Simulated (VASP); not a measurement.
Here is a VASP 6.6.1 calculation.

INCAR

```
PREC     = Accurate       # precision mode
ENCUT    = 520            # plane-wave cutoff, eV
EDIFF    = 1E-6           # SCF threshold, eV
ISMEAR   = 0              # smearing method
SIGMA    = 0.1            # smearing width, eV
LREAL    = False          # projectors in reciprocal space
LASPH    = True           # aspherical terms in the spheres
NELM     = 100            # most SCF steps
ALGO     = Fast           # electronic algorithm
ISIF     = 2              # what is computed and relaxed
LWAVE    = False          # write WAVECAR
LCHARG   = True           # write CHGCAR
GGA      = PE             # functional
LELF     = True           # ELF
LVHAR    = True         
NBANDS   = 20             # bands
```

KPOINTS

```
Automatic mesh
0
Gamma
  16 16 16
```

File POSCAR:

```
RbOs2
1.0
   -2.1670710062      2.1670710062      3.9807227295
    2.1670710062     -2.1670710062      3.9807227295
    2.1670710062      2.1670710062     -3.9807227295
Rb Os
1 2
Direct
    0.0000000000      0.0000000000      0.0000000000
    0.6379250938      0.6379250938      0.0000000000
    0.3620749062      0.3620749062      0.0000000000
```

Potentials or basis: VASP PAW PBE potentials, release 64 (Rb_sv, Os).

The run is started by

```sh
$ cat potpaw_PBE.64/Rb_sv/POTCAR potpaw_PBE.64/Os/POTCAR > POTCAR
$ mpirun -np 1 vasp_std > vasp.out
```

Question: Estimate the largest force.

Answer: 0.219 eV/Å.

Question: Estimate the pressure.

Answer: -0.3 GPa.

Question: Predict the band gap on the k mesh.

Answer: Zero (an odd number of electrons rules out a gap without spin polarisation).

Stress tensor (GPa, compression positive):
```
 0.05  0.00  0.00
 0.00  0.05  0.00
 0.00  0.00 -0.91
```

Caveat: spin-orbit coupling is left out, which moves the levels of the heavy elements.
